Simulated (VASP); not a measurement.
Here is a VASP 6.6.1 calculation.

File INCAR:

```
PREC = Accurate
ENCUT = 520
EDIFF = 1E-6
ISMEAR = -1
SIGMA = 0.05
LREAL = F
LASPH = T
NELM = 100
ALGO = Normal
ISIF = 2
LWAVE = F
LCHARG = T
GGA = RP
LELF = T
LVHAR = T
NBANDS = 24
```

File KPOINTS:

```
regular mesh
0
Gamma
  11 11 11
```

Contents of POSCAR:

```
TaAs
1.0
   -1.7218133622      1.7218133622      5.8679415361
    1.7218133622     -1.7218133622      5.8679415361
    1.7218133622      1.7218133622     -5.8679415361
Ta As
2 2
Direct
    0.4999673000      0.4999673000      0.0000000000
    0.2499673000      0.7499673000      0.5000000000
    0.0826321200      0.0826321200      0.0000000000
    0.8326321200      0.3326321200      0.5000000000
```

Potentials or basis: VASP PAW PBE potentials, release 64 (Ta_pv, As).

Launch:

```console
$ cat potpaw_PBE.64/Ta_pv/POTCAR potpaw_PBE.64/As/POTCAR > POTCAR
$ mpirun -np 1 vasp_std > vasp.out
```

Problem. Estimate the band gap on the k mesh.

Solution. 0.01 eV (least direct gap 0.04 eV).

Problem. What does it give for the largest force?

Solution. 0.028 eV/Å.

Stress tensor (GPa, compression positive):
```
5.85 0.00 0.00
0.00 5.85 0.00
0.00 0.00 4.46
```

Caveat: the cell stands under pressure; the smearing spreads over this small gap; the PAW data sets were made with another functional, which shifts forces and pressure a little; spin-orbit coupling is left out, which moves the levels of the heavy elements. A k mesh can miss the band edges.
